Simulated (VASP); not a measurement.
# Al8N7 (a cell with a defect) in VASP: notebook

The runs below take Al8N7 (a cell with a defect) through single point, with PBE.

Program: VASP 6.6.1. These are calculated values, not measurements. Logs are shortened: lines on timing, memory, paths and dates and some standing lists are left out, and cuts for length are marked.

### Step 1. The cell of the first run

The cell holds a defect, 15 atoms: a = 5.757 Å, b = 5.757 Å, c = 5.757 Å, α = 60.00°, β = 60.00°, γ = 60.00°.

### Step 2. Single point, PBE

Input file INCAR:

```
SYSTEM = Al8N7
PREC     = Accurate       ! precision mode
ENCUT    = 520            ! plane-wave cutoff, eV
EDIFF    = 1E-7           ! SCF threshold, eV
ISMEAR   = 0              ! smearing method
SIGMA    = 0.05           ! smearing width, eV
LREAL    = Auto         
LASPH    = .True.         ! aspherical terms in the spheres
NELM     = 80             ! most SCF steps
ALGO     = Normal         ! electronic algorithm
ISIF     = 2              ! what is computed and relaxed
LWAVE    = .False.        ! write WAVECAR
LCHARG   = .False.        ! write CHGCAR
GGA      = PE             ! functional
NBANDS   = 42             ! bands
NELECT   = 56.0
```

Input file KPOINTS:

```
Automatic mesh
0
Gamma
  4 4 4
  0 0 0
```

Input file POSCAR:

```
Al8N7
1.0
    0.0000000000      4.0705261175     -4.0705261175
    4.0705261175      4.0705261175      0.0000000000
    4.0705261175      0.0000000000     -4.0705261175
Al N
8 7
Direct
    0.2500000000      0.7500000000      0.2500000000
    0.2500000000      0.2500000000      0.2500000000
    0.7500000000      0.7500000000      0.2500000000
    0.7500000000      0.2500000000      0.2500000000
    0.2500000000      0.7500000000      0.7500000000
    0.2500000000      0.2500000000      0.7500000000
    0.7500000000      0.7500000000      0.7500000000
    0.7500000000      0.2500000000      0.7500000000
    0.5307085611      0.0317914389      0.0307085611
    1.0000000000      0.5000000000      0.0000000000
    1.0000000000      0.0000000000      0.0000000000
    0.5000000000      0.5000000000      0.5000000000
    0.5000000000      0.0000000000      0.5000000000
    1.0000000000      0.5000000000      0.5000000000
    1.0000000000      0.0000000000      0.5000000000
```

Potentials or basis: VASP PAW PBE potentials, release 64 (Al, N).

Run with:

```sh
cat potpaw_PBE.64/Al/POTCAR potpaw_PBE.64/N/POTCAR > POTCAR
mpirun -np 1 vasp_std > vasp.out
```

OUTCAR:

```text
SYSTEM = Al8N7
   PREC = Accurate
   ENCUT = 520
   EDIFF = 1E-7
   ISMEAR = 0
   LREAL = Auto
   LASPH = .True.
   NELM = 80
   ISIF = 2
   GGA = PE
   NELECT = 56.0

 ion  position               nearest neighbor table
   1  0.250  0.750  0.250-  11 2.04  12 2.04  14 2.04  15 2.04   9 2.32   5 2.88   2 2.88   3 2.88
                             5 2.88   6 2.88   7 2.88   2 2.88   4 2.88   6 2.88   3 2.88   4 2.88
   2  0.250  0.250  0.250-   9 1.82  10 2.04  13 2.04  14 2.04  15 2.04   6 2.88   1 2.88   4 2.88
                             5 2.88   6 2.88   8 2.88   1 2.88   3 2.88   5 2.88   3 2.88   4 2.88
   3  0.750  0.750  0.250-   9 1.82  10 2.04  11 2.04  12 2.04  13 2.04  14 2.04   1 2.88   4 2.88
                             7 2.88   5 2.88   7 2.88   8 2.88   2 2.88   4 2.88   8 2.88   1 2.88
   4  0.750  0.250  0.250-  10 2.04  11 2.04  12 2.04  13 2.04  15 2.04   8 2.88   2 2.88   3 2.88
                             6 2.88   7 2.88   8 2.88   1 2.88   3 2.88   7 2.88   1 2.88   2 2.88
   5  0.250  0.750  0.750-  10 2.04  11 2.04  12 2.04  13 2.04  15 2.04   7 2.88   1 2.88   6 2.88
                             1 2.88   2 2.88   3 2.88   2 2.88   6 2.88   8 2.88   3 2.88   7 2.88
   6  0.250  0.250  0.750-  10 2.04  11 2.04  12 2.04  13 2.04  14 2.04   9 2.31   2 2.88   5 2.88
                             8 2.88   1 2.88   2 2.88   4 2.88   1 2.88   5 2.88   7 2.88   4 2.88
   7  0.750  0.750  0.750-  10 2.04  13 2.04  14 2.04  15 2.04   9 2.32   8 2.88   3 2.88   5 2.88
                             1 2.88   3 2.88   4 2.88   4 2.88   6 2.88   8 2.88   1 2.88   5 2.88
   8  0.750  0.250  0.750-   9 1.82  11 2.04  12 2.04  14 2.04  15 2.04   7 2.88   4 2.88   6 2.88
                             2 2.88   3 2.88   4 2.88   3 2.88   5 2.88   7 2.88   2 2.88   5 2.88
   9  0.531  0.032  0.031-   2 1.82   8 1.82   3 1.82   6 2.31   7 2.32   1 2.32
  10  0.000  0.500  0.000-   2 2.04   3 2.04   4 2.04   5 2.04   6 2.04   7 2.04
  11  0.000  0.000  0.000-   1 2.04   3 2.04   4 2.04   5 2.04   6 2.04   8 2.04
  12  0.500  0.500  0.500-   1 2.04   3 2.04   4 2.04   5 2.04   6 2.04   8 2.04
  13  0.500  0.000  0.500-   2 2.04   3 2.04   4 2.04   5 2.04   6 2.04   7 2.04
  14  0.000  0.500  0.500-   1 2.04   2 2.04   3 2.04   6 2.04   7 2.04   8 2.04
  15  0.000  0.000  0.500-   1 2.04   2 2.04   4 2.04   5 2.04   7 2.04   8 2.04

  LATTYP: Found a face centered cubic cell.
 ALAT       =     8.1410522350

  Lattice vectors:

 A1 = (   0.0000000000,   4.0705261175,  -4.0705261175)
 A2 = (   4.0705261175,   4.0705261175,   0.0000000000)
 A3 = (   4.0705261175,   0.0000000000,  -4.0705261175)

Analysis of symmetry for initial positions (statically):
=====================================================================
 Subroutine PRICEL returns:
 Original cell was already a primitive cell.

 Routine SETGRP: Setting up the symmetry group for a
 face centered cubic supercell.

 Subroutine GETGRP returns: Found  2 space group operations
 (whereof  1 operations were pure point group operations)
 out of a pool of 48 trial point group operations.

The static configuration has the point symmetry C_1 .
 The point group associated with its full space group is C_1h.

Analysis of symmetry for dynamics (positions and initial velocities):
=====================================================================
 Subroutine PRICEL returns:
 Original cell was already a primitive cell.

 Routine SETGRP: Setting up the symmetry group for a
 face centered cubic supercell.

 Subroutine GETGRP returns: Found  2 space group operations
 (whereof  1 operations were pure point group operations)
 out of a pool of 48 trial point group operations.

The dynamic configuration has the point symmetry C_1 .
 The point group associated with its full space group is C_1h.

 Subroutine INISYM returns: Found  2 space group operations
 (whereof  1 operations are pure point group operations),
 and found     1 'primitive' translations

----------------------------------------------------------------------------------------

                                     Primitive cell

  volume of cell :     134.8906

  direct lattice vectors                    reciprocal lattice vectors
     0.000000000  4.070526118 -4.070526118    -0.122834244  0.122834244 -0.122834244
     4.070526118  4.070526118  0.000000000     0.122834244  0.122834244  0.122834244
     4.070526118  0.000000000 -4.070526118     0.122834244 -0.122834244 -0.122834244

[... 57 lines left out ...]
     0.000000000  0.000000000  0.000000000

 Subroutine IBZKPT returns following result:
 ===========================================

 Found     24 irreducible k-points:

 Following reciprocal coordinates:
            Coordinates               Weight
  0.000000  0.000000  0.000000      1.000000
  0.250000  0.000000  0.000000      4.000000
  0.000000  0.250000  0.000000      2.000000
  0.250000  0.250000  0.250000      2.000000
  0.500000  0.000000  0.000000      2.000000
  0.000000  0.500000  0.000000      1.000000
[... 16 lines left out ...]
 -0.250000  0.500000  0.250000      2.000000
  0.250000 -0.250000  0.500000      4.000000
   k-points           NKPTS =     24   k-points in BZ     NKDIM =     24   number of bands    NBANDS=     42
   number of dos      NEDOS =    301   number of ions     NIONS =     15
   total plane-waves  NPLWV = 110592
   dimension x,y,z NGX =    48 NGY =   48 NGZ =   48
   dimension x,y,z NGXF=    96 NGYF=   96 NGZF=   96
   ions per type =               8   7
   NGX,Y,Z   is equivalent  to a cutoff of  13.86, 13.86, 13.86 a.u.
   NGXF,Y,Z  is equivalent  to a cutoff of  27.72, 27.72, 27.72 a.u.
 SYSTEM =  Al8N7
   PREC   = accura    normal or accurate (medium, high low for compatibility)
   ISTART =      0    job   : 0-new  1-cont  2-samecut
   ICHARG =      2    charge: 1-file 2-atom 10-const
   ISPIN  =      1    spin polarized calculation?
   LNONCOLLINEAR =      F non collinear calculations
   LSORBIT =      F    spin-orbit coupling
   LASPH  =      T    aspherical Exc in radial PAW
   ENCUT  =  520.0 eV  38.22 Ry    6.18 a.u.  10.70 10.70 10.70*2*pi/ulx,y,z
   NELM   =     80;   NELMIN=  2; NELMDL= -5     # of ELM steps
   EDIFF  = 0.1E-06   stopping-criterion for ELM
   LREAL  =      T    real-space projection
   EDIFFG = 0.1E-05   stopping-criterion for IOM
   NSW    =      0    number of steps for IOM
   IBRION =     -1    ionic relax: 0-MD 1-quasi-New 2-CG
   NFREE  =      0    steps in history (QN), initial steepest desc. (CG)
   ISIF   =      2    stress and relaxation
   ISYM   =      2    0-nonsym 1-usesym 2-fastsym
   POTIM  = 0.5000    time-step for ionic-motion
   TEBEG  =    0.0;   TEEND  =   0.0 temperature during run
   PSTRESS=    0.0 pullay stress
   NELECT =      56.0000    total number of electrons
   NUPDOWN=      -1.0000    fix difference up-down
   EMIN   =  10.00;   EMAX   =-10.00  energy-range for DOS
   EFERMI =   0.00;   METHOD = LEGACY
   ISMEAR =     0;   SIGMA  =   0.05  broadening in eV -4-tet -1-fermi 0-gaus
   EFERMI_NEDOS =   21; number of points for ismear=-14 and -15
   IALGO  =     38    algorithm
   IMIX   =      4    mixing-type and parameters
     AMIX     =   0.40;   BMIX     =  1.00
     AMIX_MAG =   1.60;   BMIX_MAG =  1.00
  volume/ion in A,a.u.               =       8.99        60.69
  Fermi-wavevector in a.u.,A,eV,Ry     =   1.221266  2.307858 20.292965  1.491491
  Thomas-Fermi vector in A             =   2.356454
   LORBIT       =      0    0 simple, 1 ext, 2 COOP (PROOUT), +10 PAW based schemes
   GGA     = PE    functional components
   LHFCALC =     F    Hartree Fock is set to
   AEXX    =    0.0000 exact exchange contribution
   IVDW    =     0    specifies the selected vdW correction
   LEPSILON=     F    determine dielectric tensor
   LRPA    =     F    only Hartree local field effects (RPA)
 non-spin polarized calculation
 Gauss-broadening in eV      SIGMA  =   0.05
  energy-cutoff  :      520.00
  volume of cell :      134.89
 maximum number of plane-waves:      3695
 NGX is ok and might be reduce to    48
   NGX = 21   NGY = 21   NGZ = 21

 number of electron      55.9999997 magnetization

 Free energy of the ion-electron system (eV)
  ---------------------------------------------------
  ext. energy  EPLUGINS =         0.00000000
  ---------------------------------------------------
  free energy    TOTEN  =      -131.73511548 eV

  energy without entropy =     -131.72695183  energy(sigma->0) =     -131.73103365

 E-fermi :   8.7495     XC(G=0): -11.6736

 val. band max:        8.7236598001   @ k =   0.2500   0.2500   0.0000
 cond. band min:       8.7515349454   @ k =   0.0000   0.2500   0.0000
 fundamental gap:      0.0278751453
 Fermi energy:         8.7494991183

 k-point     1 :       0.0000    0.0000    0.0000
  band No.  band energies     occupation
      1      -7.7083      2.00000
      2      -5.0585      2.00000
      3      -4.9150      2.00000
      4      -4.8435      2.00000
      5      -4.2379      2.00000
      6      -4.0178      2.00000
[... 1021 lines left out ...]
     39      18.2509      0.00000
     40      18.4033      0.00000
 [bands above 40 left out]

------------------------ aborting loop because EDIFF is reached ----------------------------------------

  FORCE on cell =-STRESS in cart. coord.  units (eV):
  Direction    XX          YY          ZZ          XY          YZ          ZX
  --------------------------------------------------------------------------------------
  -------------------------------------------------------------------------------------
  Total      -33.2514719    -33.2514719    -32.2273970     -1.3173435      0.3381753      0.3381753
  in kB     -394.9479136   -394.9479136   -382.7843547    -15.6468885      4.0167138      4.0167132
  external PRESSURE =    -390.8933940 kB  Pullay stress =       0.0000000 kB

 VOLUME and BASIS-vectors are now :
 -----------------------------------------------------------------------------
  energy-cutoff  :      520.00
  volume of cell :      134.89
      direct lattice vectors                 reciprocal lattice vectors
     0.000000000  4.070526118 -4.070526118    -0.122834244  0.122834244 -0.122834244
     4.070526118  4.070526118  0.000000000     0.122834244  0.122834244  0.122834244
     4.070526118  0.000000000 -4.070526118     0.122834244 -0.122834244 -0.122834244

 POSITION                                       TOTAL-FORCE (eV/Angst)
 -----------------------------------------------------------------------------------
      4.07053      4.07053     -2.03526         2.643987     -0.271626     -0.142575
      2.03526      2.03526     -2.03526         1.609691     -2.617538      0.131623
      4.07053      6.10579     -4.07053        -0.036812     -0.036812     -1.767517
      2.03526      4.07053     -4.07053         0.017568      0.017568     -2.528770
      6.10579      4.07053     -4.07053         0.092976      0.092976      2.510120
      4.07053      2.03526     -4.07053         0.155930      0.155930      0.302908
      6.10579      6.10579     -6.10579        -0.271626      2.643987     -0.142575
      4.07053      4.07053     -6.10579        -2.617538      1.609691      0.131623
      0.25441      2.28967     -2.28526        -2.357977     -2.357977      3.665708
      2.03526      2.03526      0.00000        -0.081239     -0.031007      0.193478
      0.00000      0.00000      0.00000        -0.089392      1.091240     -1.291792
      4.07053      4.07053     -4.07053        -0.031007     -0.081239      0.193478
      2.03526      2.03526     -4.07053         1.091240     -0.089392     -1.291792
      4.07053      2.03526     -2.03526        -0.038158     -0.038158     -0.011279
      2.03526      0.00000     -2.03526        -0.087643     -0.087643      0.047360
 -----------------------------------------------------------------------------------
    total drift:                               -0.000690     -0.000690      0.001451

  FREE ENERGIE OF THE ION-ELECTRON SYSTEM (eV)
  ---------------------------------------------------
  free  energy   TOTEN  =      -131.7351154793 eV

  energy  without entropy=     -131.7269518303  energy(sigma->0) =     -131.73103365
```

Wall time 3.5 min (1 thread of Intel Xeon 6975P-C (Granite Rapids), shared host); peak memory 0.34 GiB.

Results:

| Quantity | Value |
| --- | --- |
| Free energy | -131.7351 eV |
| Largest force | 4.956 eV/Å |

Forces on the atoms (eV/Å):
```
Al   2.644 -0.272 -0.143
Al   1.610 -2.618  0.132
Al  -0.037 -0.037 -1.768
Al   0.018  0.018 -2.529
Al   0.093  0.093  2.510
Al   0.156  0.156  0.303
Al  -0.272  2.644 -0.143
Al  -2.618  1.610  0.132
N   -2.358 -2.358  3.666
N   -0.081 -0.031  0.193
N   -0.089  1.091 -1.292
N   -0.031 -0.081  0.193
N    1.091 -0.089 -1.292
N   -0.038 -0.038 -0.011
N   -0.088 -0.088  0.047
```

Levels at points of the mesh, in eV from the Fermi level:
```tsv
k point	band 25	band 26	band 27	band 28	band 29	band 30	band 31	band 32
(0.00, 0.00, 0.00)	-0.45	-0.44	0.14	0.21	0.31	4.76	5.45	5.59
(0.50, 0.00, 0.00)	-0.89	-0.47	-0.08	0.01	0.02	2.38	5.04	5.52
(0.00, 0.50, 0.00)	-0.67	-0.66	-0.27	-0.09	0.09	2.41	5.31	5.54
(0.50, 0.50, 0.50)	-0.66	-0.66	-0.21	-0.05	-0.04	2.52	5.29	5.54
(0.50, 0.50, 0.00)	-0.71	-0.69	-0.67	-0.35	0.62	2.34	4.59	4.78
(0.50, 0.00, 0.50)	-0.84	-0.68	-0.63	-0.34	0.55	2.18	4.65	4.80
```

Caveat: the cell carries a net charge on a neutralising background, which shifts energy and pressure; the cell differs from its parent crystal (atoms taken out, atom 9 moved -0.125 of the way to it and -0.250 Å across, host rigid); the cell is charged against a uniform background, so pressure and absolute levels hang on convention.

(Continued in part 2 of 2.)
